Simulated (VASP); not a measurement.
The system is Y.

```xyz
2
Lattice="3.6535 0.0000 0.0000 -1.8268 3.1641 0.0000 0.0000 0.0000 5.6989" Properties=species:S:1:pos:R:3 pbc="T T T"
Y     0.0000    2.1094    1.4247
Y     1.8268    1.0547    4.2741
```

Base run:

- Program: VASP 6.6.1
- Functional: PBE
- Potentials or basis: VASP PAW PBE potentials, release 64 (Y_sv)
- Cutoff: 520 eV
- k mesh: 10 × 10 × 6
- Occupations: fermi-dirac, width 0.01 eV
- Spin: no spin polarisation

Its results: band gap on the k mesh zero (bands 11 and 12 overlap by 1.45 eV); pressure -0.3 GPa.

Task: The run is repeated on the same cell with these changes: occupations from fermi-dirac, width 0.01 eV to fermi-dirac, width 0.2 eV. What comes out?

Result: Band gap on the k mesh zero (bands 11 and 12 overlap by 1.45 eV); pressure 0.2 GPa.
